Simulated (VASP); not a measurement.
Write the native input for VASP 6.6.1 that does the following.

```yaml
Task: single point
Functional: PBE
Dispersion: D3(BJ)
Potentials_or_basis: VASP PAW PBE potentials, release 64 (Na_pv, I)
Cutoff: 520 eV
k_mesh: 5 × 5 × 5
Occupations: gaussian, width 0.01 eV
Spin: no spin polarisation
Dipole_correction: no
Further_INCAR_settings: ALGO = Normal; EDIFF = 1e-06; NBANDS = 14
```

The structure of NaI lies in POSCAR:

```
NaI
1.0
    0.0000000000      3.1802562392      3.1802562392
    3.1802562392      0.0000000000      3.1802562392
    3.1802562392      3.1802562392      0.0000000000
Na I
1 1
Direct
    0.0000000000      0.0000000000      0.0000000000
    0.5000000000      0.5000000000      0.5000000000
```

The input as run:

INCAR

```
ALGO = Normal ; EDIFF = 1E-6
ENCUT = 520 ; GGA = PE
ISIF = 2 ; ISMEAR = 0
IVDW = 12 ; LASPH = True
LCHARG = True ; LELF = True
LREAL = False ; LVHAR = True
LWAVE = False ; NBANDS = 14
NELM = 100 ; PREC = Accurate
SIGMA = 0.01
```

KPOINTS

```
k-points
0
Gamma
  5 5 5
```

Potentials or basis: VASP PAW PBE potentials, release 64 (Na_pv, I).

Command:

```console
$ cat potpaw_PBE.64/Na_pv/POTCAR potpaw_PBE.64/I/POTCAR > POTCAR
$ mpirun -np 1 vasp_std > vasp.out
```

Results of the run:

```json
{
  "Pressure": "0.0 GPa",
  "Band gap on the k mesh": "3.79 eV, direct",
  "Dispersion energy per atom": "-0.268 eV"
}
```

Caveat: spin-orbit coupling is left out, which moves the levels of the heavy elements.

It took 9.6 s on 1 thread of AMD EPYC 9R14 (Zen 4), with other jobs on the host, peak memory 0.17 GiB.
